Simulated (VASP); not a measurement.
Write the native input for VASP 6.6.1 that does the following.

* Task: relaxation of cell and atoms
* Functional: PBE
* Potentials or basis: VASP PAW PBE potentials, release 64 (Ga_d, Mo_sv)
* Cutoff: 600 eV
* k mesh: 6 × 6 × 6
* Occupations: gaussian, width 0.2 eV
* Spin: no spin polarisation
* Dipole correction: no
* Further INCAR settings: ALGO = Normal; EDIFF = 1e-06; IBRION = 2; EDIFFG = -0.08; NSW = 36; ISIF = 3

The structure of GaMo lies in POSCAR:

```
GaMo
1.0
    0.0000000000      2.6356305500      2.6356305500
    2.6356305500      0.0000000000      2.6356305500
    2.6356305500      2.6356305500      0.0000000000
Ga Mo
1 1
Direct
    0.5000000000      0.5000000000      0.5000000000
    0.7500000000      0.7500000000      0.7500000000
```

These files were run (other wordings do the same):

INCAR

```
SYSTEM = GaMo
PREC = Accurate
ENCUT = 600
EDIFF = 1E-6
ISMEAR = 0
SIGMA = 0.2
LREAL = .FALSE.
LASPH = .TRUE.
NELM = 80
ALGO = Normal
ISIF = 3
LWAVE = .FALSE.
LCHARG = .FALSE.
GGA = PE
IBRION = 2
NSW = 36
EDIFFG = -0.08
```

KPOINTS

```
regular mesh
0
G
  6 6 6
  0 0 0
```

Potentials or basis: VASP PAW PBE potentials, release 64 (Ga_d, Mo_sv).

Command:

```bash
$ cat potpaw_PBE.64/Ga_d/POTCAR potpaw_PBE.64/Mo_sv/POTCAR > POTCAR
$ mpirun -np 1 vasp_std > vasp.out
```

Results of the run:

The relaxed volume is 23.41 Å³/atom and the relaxed cell is a = 4.046 Å, b = 4.046 Å, c = 4.046 Å, α = 60.00°, β = 60.00°, γ = 60.00°. The space group after relaxing (to 0.05 Å) is F-43m (No. 216) and the energy gained by relaxing is 388.5 meV/atom. The ionic steps are 3. The pressure after relaxing is -0.5 GPa.

Caveat: the volume moved by over 15 % at a fixed basis, so the end points are rough.

It took 22 s on 1 thread of AMD EPYC 9R45 96-Core Processor (Zen 5) (shared host), peak memory 0.14 GiB.
